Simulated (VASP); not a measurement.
# TaN (P-6m2) in VASP: notebook

TaN is run at these levels: PBE; tasks: single point, relaxation of cell and atoms.

All numbers are computed with VASP 6.6.1; they aren't measurements. Logs are shortened: lines on timing, memory, paths and dates and some standing lists are left out, and cuts for length are marked.

## (1) The cell of the first run

It takes space group P-6m2 (No. 187, hexagonal). The conventional cell has a = 2.950 Å, b = 2.950 Å, c = 2.898 Å, α = 90.00°, β = 90.00°, γ = 120.00°. Within 3.0 Å of Ta (site symmetry -6m2) lie 6 N at 2.24 Å and 8 Ta at 2.90 to 2.95 Å. N (site symmetry -6m2) has 6 Ta at 2.24 Å and 8 N at 2.90 to 2.95 Å within 3.0 Å.

## (2) Single point, PBE

Input file INCAR:

```
SYSTEM = TaN
PREC = Accurate
ENCUT = 520
EDIFF = 1E-7
ISMEAR = 0
SIGMA = 0.15
LREAL = .FALSE.
LASPH = .TRUE.
NELM = 100
ALGO = Normal
ISIF = 2
LWAVE = .FALSE.
LCHARG = .TRUE.
GGA = PE
LELF = .TRUE.
LVHAR = .TRUE.
NBANDS = 15
```

Input file KPOINTS:

```
regular mesh
0
G
  15 15 12
  0 0 0
```

Input file POSCAR:

```
TaN
1.0
    2.9501846797      0.0000000000      0.0000000000
   -1.4750923398      2.5549348785      0.0000000000
    0.0000000000      0.0000000000      2.8977716014
Ta N
1 1
Direct
    0.3333333333      0.6666666667      0.5000000000
    0.0000000000      0.0000000000      0.0000000000
```

Potentials or basis: VASP PAW PBE potentials, release 64 (Ta_pv, N).

Command:

```sh
> cat potpaw_PBE.64/Ta_pv/POTCAR potpaw_PBE.64/N/POTCAR > POTCAR
> mpirun -np 1 vasp_std > vasp.out
```

OUTCAR:

```text
SYSTEM = TaN
   PREC = Accurate
   ENCUT = 520
   EDIFF = 1E-7
   ISMEAR = 0
   LREAL = .FALSE.
   LASPH = .TRUE.
   NELM = 100
   ISIF = 2
   GGA = PE

 ion  position               nearest neighbor table
   1  0.333  0.667  0.500-   2 2.24   2 2.24   2 2.24   2 2.24   2 2.24   2 2.24
   2  0.000  0.000  0.000-   1 2.24   1 2.24   1 2.24   1 2.24   1 2.24   1 2.24

  LATTYP: Found a hexagonal cell.
 ALAT       =     2.9501846797
 C/A-ratio  =     0.9822339670

  Lattice vectors:

 A1 = (   2.9501846797,   0.0000000000,   0.0000000000)
 A2 = (  -1.4750923398,   2.5549348785,   0.0000000000)
 A3 = (   0.0000000000,   0.0000000000,   2.8977716014)

Analysis of symmetry for initial positions (statically):
=====================================================================
 Subroutine PRICEL returns:
 Original cell was already a primitive cell.

 Routine SETGRP: Setting up the symmetry group for a
 hexagonal supercell.

 Subroutine GETGRP returns: Found 12 space group operations
 (whereof 12 operations were pure point group operations)
 out of a pool of 24 trial point group operations.

The static configuration has the point symmetry D_3h.

Analysis of symmetry for dynamics (positions and initial velocities):
=====================================================================
 Subroutine PRICEL returns:
 Original cell was already a primitive cell.

 Routine SETGRP: Setting up the symmetry group for a
 hexagonal supercell.

 Subroutine GETGRP returns: Found 12 space group operations
 (whereof 12 operations were pure point group operations)
 out of a pool of 24 trial point group operations.

The dynamic configuration has the point symmetry D_3h.

 Subroutine INISYM returns: Found 12 space group operations
 (whereof 12 operations are pure point group operations),
 and found     1 'primitive' translations

----------------------------------------------------------------------------------------

                                     Primitive cell

  volume of cell :      21.8420

  direct lattice vectors                    reciprocal lattice vectors
     2.950184680  0.000000000  0.000000000     0.338961831  0.195699704  0.000000000
    -1.475092340  2.554934879  0.000000000     0.000000000  0.391399408  0.000000000
     0.000000000  0.000000000  2.897771601     0.000000000  0.000000000  0.345092760

  length of vectors
     2.950184680  2.950184680  2.897771601     0.391399408  0.391399408  0.345092760

  position of ions in fractional coordinates (direct lattice)
     0.333333333  0.666666667  0.500000000
     0.000000000  0.000000000  0.000000000

  ion indices of the primitive-cell ions
   primitive index   ion index
                 1           1
                 2           2

----------------------------------------------------------------------------------------

 KPOINTS: regular mesh

Automatic generation of k-mesh.
 Grid dimensions read from file:
 generate k-points for:   15   15   12

 Generating k-lattice:

  Cartesian coordinates                     Fractional coordinates (reciprocal lattice)
     0.022597455  0.013046647  0.000000000     0.066666667  0.000000000  0.000000000
     0.000000000  0.026093294  0.000000000     0.000000000  0.066666667  0.000000000
     0.000000000  0.000000000  0.028757730     0.000000000  0.000000000  0.083333333

  Length of vectors
     0.026093294  0.026093294  0.028757730

  Shift w.r.t. Gamma in fractional coordinates (k-lattice)
     0.000000000  0.000000000  0.000000000

 Subroutine IBZKPT returns following result:
 ===========================================

 Found    189 irreducible k-points:

 Following reciprocal coordinates:
            Coordinates               Weight
  0.000000  0.000000  0.000000      1.000000
  0.066667  0.000000  0.000000      6.000000
  0.133333  0.000000  0.000000      6.000000
  0.200000  0.000000  0.000000      6.000000
  0.266667  0.000000  0.000000      6.000000
  0.333333 -0.000000  0.000000      6.000000
[... 16 lines left out ...]
  0.333333  0.200000  0.000000     12.000000
  0.400000  0.200000  0.000000      6.000000
 [... further k-points ...]
   k-points           NKPTS =    189   k-points in BZ     NKDIM =    189   number of bands    NBANDS=     15
   number of dos      NEDOS =    301   number of ions     NIONS =      2
   total plane-waves  NPLWV =  13824
   dimension x,y,z NGX =    24 NGY =   24 NGZ =   24
   dimension x,y,z NGXF=    48 NGYF=   48 NGZF=   48
   ions per type =               1   1
   NGX,Y,Z   is equivalent  to a cutoff of  13.52, 13.52, 13.77 a.u.
   NGXF,Y,Z  is equivalent  to a cutoff of  27.05, 27.05, 27.54 a.u.
 SYSTEM =  TaN
   PREC   = accura    normal or accurate (medium, high low for compatibility)
   ISTART =      0    job   : 0-new  1-cont  2-samecut
   ICHARG =      2    charge: 1-file 2-atom 10-const
   ISPIN  =      1    spin polarized calculation?
   LNONCOLLINEAR =      F non collinear calculations
   LSORBIT =      F    spin-orbit coupling
   LASPH  =      T    aspherical Exc in radial PAW
   ENCUT  =  520.0 eV  38.22 Ry    6.18 a.u.   5.49  5.49  5.39*2*pi/ulx,y,z
   NELM   =    100;   NELMIN=  2; NELMDL= -5     # of ELM steps
   EDIFF  = 0.1E-06   stopping-criterion for ELM
   LREAL  =      F    real-space projection
   EDIFFG = 0.1E-05   stopping-criterion for IOM
   NSW    =      0    number of steps for IOM
   IBRION =     -1    ionic relax: 0-MD 1-quasi-New 2-CG
   NFREE  =      0    steps in history (QN), initial steepest desc. (CG)
   ISIF   =      2    stress and relaxation
   ISYM   =      2    0-nonsym 1-usesym 2-fastsym
   POTIM  = 0.5000    time-step for ionic-motion
   TEBEG  =    0.0;   TEEND  =   0.0 temperature during run
   PSTRESS=    0.0 pullay stress
   NELECT =      16.0000    total number of electrons
   NUPDOWN=      -1.0000    fix difference up-down
   EMIN   =  10.00;   EMAX   =-10.00  energy-range for DOS
   EFERMI =   0.00;   METHOD = LEGACY
   ISMEAR =     0;   SIGMA  =   0.15  broadening in eV -4-tet -1-fermi 0-gaus
   EFERMI_NEDOS =   21; number of points for ismear=-14 and -15
   IALGO  =     38    algorithm
   IMIX   =      4    mixing-type and parameters
     AMIX     =   0.40;   BMIX     =  1.00
     AMIX_MAG =   1.60;   BMIX_MAG =  1.00
  volume/ion in A,a.u.               =      10.92        73.70
  Fermi-wavevector in a.u.,A,eV,Ry     =   1.475765  2.788791 29.631873  2.177881
  Thomas-Fermi vector in A             =   2.590374
   LORBIT       =      0    0 simple, 1 ext, 2 COOP (PROOUT), +10 PAW based schemes
   GGA     = PE    functional components
   LHFCALC =     F    Hartree Fock is set to
   AEXX    =    0.0000 exact exchange contribution
   IVDW    =     0    specifies the selected vdW correction
   LEPSILON=     F    determine dielectric tensor
   LRPA    =     F    only Hartree local field effects (RPA)
 non-spin polarized calculation
 Gauss-broadening in eV      SIGMA  =   0.15
  energy-cutoff  :      520.00
  volume of cell :       21.84
 maximum number of plane-waves:       611
 NGX is ok and might be reduce to    24
   NGX = 11   NGY = 11   NGZ = 11

 number of electron      16.0000001 magnetization

 Free energy of the ion-electron system (eV)
  ---------------------------------------------------
  ext. energy  EPLUGINS =         0.00000000
  ---------------------------------------------------
  free energy    TOTEN  =       -22.44651323 eV

  energy without entropy =      -22.44591272  energy(sigma->0) =      -22.44621298

 E-fermi :   8.1074     XC(G=0): -13.2725

 val. band max:        8.0874977850   @ k =   0.0000   0.0000   0.4167
 cond. band min:       8.1843604399   @ k =   0.0667   0.0000   0.5000
 fundamental gap:      0.0968626548
 Fermi energy:         8.1073540601

 k-point     1 :       0.0000    0.0000    0.0000
  band No.  band energies     occupation
      1     -26.7753      2.00000
      2     -26.5155      2.00000
      3     -26.5155      2.00000
      4      -9.5634      2.00000
      5       3.6168      2.00000
      6       3.6168      2.00000
      7       3.9645      2.00000
      8       5.1982      2.00000
      9      10.2331      0.00000
     10      11.6317      0.00000
     11      11.6317      0.00000
     12      12.0400      0.00000
     13      12.0400      0.00000
     14      21.1254      0.00000
     15      21.4683      0.00000

 k-point     2 :       0.0667    0.0000    0.0000
  band No.  band energies     occupation
      1     -26.7696      2.00000
      2     -26.5616      2.00000
      3     -26.5254      2.00000
      4      -9.4732      2.00000
      5       3.3300      2.00000
      6       3.6853      2.00000
      7       4.0980      2.00000
      8       5.0673      2.00000
      9      10.5694      0.00000
     10      11.4411      0.00000
     11      11.6460      0.00000
     12      11.9933      0.00000
     13      12.1631      0.00000
     14      21.1175      0.00000
     15      21.4639      0.00000

 k-point     3 :       0.1333    0.0000    0.0000
  band No.  band energies     occupation
      1     -26.7531      2.00000
      2     -26.6900      2.00000
      3     -26.5531      2.00000
      4      -9.2169      2.00000
      5       2.6787      2.00000
      6       3.8757      2.00000
      7       4.4140      2.00000
      8       4.7245      2.00000
      9      10.8826      0.00000
     10      11.4967      0.00000
     11      11.7065      0.00000
     12      11.8640      0.00000
     13      12.4663      0.00000
     14      21.0933      0.00000
     15      21.4544      0.00000

 k-point     4 :       0.2000    0.0000    0.0000
  band No.  band energies     occupation
      1     -26.8740      2.00000
      2     -26.7288      2.00000
      3     -26.5937      2.00000
      4      -8.8334      2.00000
      5       1.9127      2.00000
      6       4.1455      2.00000
      7       4.2764      2.00000
      8       4.8080      2.00000
      9      10.4074      0.00000
     10      11.6806      0.00000
     11      11.8564      0.00000
     12      12.5132      0.00000
     13      12.8077      0.00000
     14      21.1173      0.00000
     15      21.4502      0.00000
[... 307 lines left out ...]
 k-point    22 :       0.2667    0.2000    0.0000
  band No.  band energies     occupation
      1     -27.3137      2.00000
      2     -26.8741      2.00000
      3     -26.6473      2.00000
      4      -7.4460      2.00000
      5       0.4892      2.00000
      6       3.1966      2.00000
      7       3.5113      2.00000
      8       6.5652      2.00000
      9       9.4509      0.00000
     10      10.0033      0.00000
     11      12.7326      0.00000
     12      14.6264      0.00000
     13      16.4934      0.00000
     14      21.3470      0.00000
     15      21.5708      0.00000

 k-point    23 :       0.3333    0.2000    0.0000
  band No.  band energies     occupation
      1     -27.3684      2.00000
      2     -26.9355      2.00000
      3     -26.6337      2.00000
      4      -7.1925      2.00000
      5       0.3601      2.00000
      6       3.0603      2.00000
      7       3.2092      2.00000
      8       6.8439      2.00000
      9       9.7175      0.00000
     10       9.9844      0.00000
     11      12.0908      0.00000
     12      14.8869      0.00000
     13      17.9961      0.00000
     14      20.6889      0.00000
     15      21.4449      0.00000

 k-point    24 :       0.4000    0.2000    0.0000
  band No.  band energies     occupation
      1     -27.3869      2.00000
      2     -26.9579      2.00000
      3     -26.6289      2.00000
      4      -7.1007      2.00000
      5       0.3221      2.00000
      6       3.0141      2.00000
      7       3.0906      2.00000
      8       6.9109      2.00000
      9       9.6180      0.00000
     10      10.5944      0.00000
     11      11.4496      0.00000
     12      14.9733      0.00000
     13      19.0014      0.00000
     14      20.0035      0.00000
     15      21.4380      0.00000

 [... further k-points ...]
[... 5 lines left out ...]
  --------------------------------------------------------------------------------------
  -------------------------------------------------------------------------------------
  Total        0.0799778      0.0799778      0.1081150      0.0000000     -0.0000000     -0.0000000
  in kB        5.8666036      5.8666036      7.9305498      0.0000000     -0.0000000     -0.0000000
  external PRESSURE =       6.5545857 kB  Pullay stress =       0.0000000 kB

 VOLUME and BASIS-vectors are now :
 -----------------------------------------------------------------------------
  energy-cutoff  :      520.00
  volume of cell :       21.84
      direct lattice vectors                 reciprocal lattice vectors
     2.950184680  0.000000000  0.000000000     0.338961831  0.195699704  0.000000000
    -1.475092340  2.554934879  0.000000000     0.000000000  0.391399408  0.000000000
     0.000000000  0.000000000  2.897771601     0.000000000  0.000000000  0.345092760

 POSITION                                       TOTAL-FORCE (eV/Angst)
 -----------------------------------------------------------------------------------
     -0.00000      1.70329      1.44889         0.000000      0.000000      0.000000
      0.00000      0.00000      0.00000        -0.000000      0.000000      0.000000
 -----------------------------------------------------------------------------------
    total drift:                                0.000000     -0.000000     -0.000000

  FREE ENERGIE OF THE ION-ELECTRON SYSTEM (eV)
  ---------------------------------------------------
  free  energy   TOTEN  =       -22.4465132334 eV

  energy  without entropy=      -22.4459127195  energy(sigma->0) =      -22.44621298
```

Run time: 17 s. Hardware: 1 thread of Intel Xeon 6975P-C (Granite Rapids), shared host; peak memory 0.18 GiB.

Results:

| Item | Value |
| --- | --- |
| Free energy | -22.4465 eV |
| Pressure | 0.7 GPa |
| Band gap on the k mesh | zero (band 8 reaches 8.34 eV, above the bottom of band 9 at 8.03 eV) |

Levels at points of the mesh, in eV from the Fermi level:
```csv
k point,band 4,band 5,band 6,band 7,band 8,band 9,band 10,band 11,band 12,band 13
"(0.00, 0.00, 0.00)",-17.67,-4.49,-4.49,-4.14,-2.91,2.13,3.52,3.52,3.93,3.93
"(0.00, 0.00, 0.50)",-15.10,-9.26,-3.69,-3.69,-0.08,-0.08,2.36,3.31,3.31,8.10
```

Caveat: spin-orbit coupling is left out, which moves the levels of the heavy elements.

## (3) Single point, PBE

Input file INCAR:

```
  ALGO = Normal
  EDIFF = 1E-7
  ENCUT = 520
  GGA = PE
  ISIF = 2
  ISMEAR = 0
  LASPH = T
  LCHARG = F
  LREAL = F
  LWAVE = F
  NBANDS = 15
  NELM = 100
  PREC = Accurate
  SIGMA = 0.1
```

Input file KPOINTS:

```
k-points
0
Gamma
  18 18 14
```

POSCAR is that of step 2.

Potentials or basis: VASP PAW PBE potentials, release 64 (Ta_pv, N).

Command:

```sh
> cat potpaw_PBE.64/Ta_pv/POTCAR potpaw_PBE.64/N/POTCAR > POTCAR
> mpirun -np 1 vasp_std > vasp.out
```

It took 26 s on 1 thread of Intel Xeon 6975P-C (Granite Rapids), shared host; peak memory 0.22 GiB.

It converged, with:

```
Free energy            : -22.4461 eV
Pressure               : 0.7 GPa
Band gap on the k mesh : zero (band 8 reaches 8.33 eV, above the bottom of band 9 at 8.03 eV)
```

Stress tensor (GPa, compression positive):
```
0.60 0.00 0.00
0.00 0.60 0.00
0.00 0.00 0.76
```

Levels at points of the mesh, in eV from the Fermi level:
```csv
k point,band 5,band 6,band 7,band 8,band 9,band 10,band 11,band 12
"(0.00, 0.00, 0.00)",-4.49,-4.49,-4.14,-2.91,2.13,3.52,3.52,3.93
"(0.50, 0.00, 0.00)",-8.20,-5.13,-3.42,-3.15,2.96,3.95,5.14,5.21
"(0.00, 0.00, 0.50)",-9.26,-3.69,-3.69,-0.08,-0.08,2.36,3.31,3.31
"(0.50, 0.00, 0.50)",-7.24,-6.13,-5.59,-0.39,4.07,5.26,5.92,6.96
```

Caveat: spin-orbit coupling is left out, which moves the levels of the heavy elements.

(Part 1 of 2 ends here.)
